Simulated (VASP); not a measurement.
Li2S, 3 atoms in the cell. The structure is cubic, space group Fm-3m (No. 225). Conventional cell: a = 5.689 Å, b = 5.689 Å, c = 5.689 Å, α = 90.00°, β = 90.00°, γ = 90.00°. Li (site symmetry -43m) has 4 S at 2.46 Å and 6 Li at 2.84 Å within 3.3 Å. Within 3.3 Å of S (site symmetry m-3m) lie 8 Li at 2.46 Å. 

- Program: VASP 6.6.1
- Task: relaxation of cell and atoms
- Functional: r2SCAN
- Potentials or basis: VASP PAW PBE potentials, release 64 (Li_sv, S)
- Cutoff: 830 eV
- k mesh: 8 × 8 × 8
- Occupations: gaussian, width 0.01 eV
- Spin: no spin polarisation
- Target pressure: 15 GPa
- Dipole correction: no
- Further INCAR settings: ALGO = Normal; EDIFF = 1e-07; IBRION = 2; EDIFFG = -0.002; NSW = 100; ISIF = 3

Potentials or basis: VASP PAW PBE potentials, release 64 (Li_sv, S).

Command:

```sh
$ cat potpaw_PBE.64/Li_sv/POTCAR potpaw_PBE.64/S/POTCAR > POTCAR
$ cp INCAR.step1 INCAR
$ mpirun -np 1 vasp_std > vasp.out
$ cp INCAR.step2 INCAR
$ mpirun -np 1 vasp_std > vasp.out
```

Hardware: 1 thread of Oxide Virtual Turin-like Processor (shared host).

Q: Estimate the wall time of this run.

A: Wall time 34 min on 1 thread of Oxide Virtual Turin-like Processor, with other jobs on the host, peak memory 0.24 GiB. Counts: k points 29, ion steps 16.
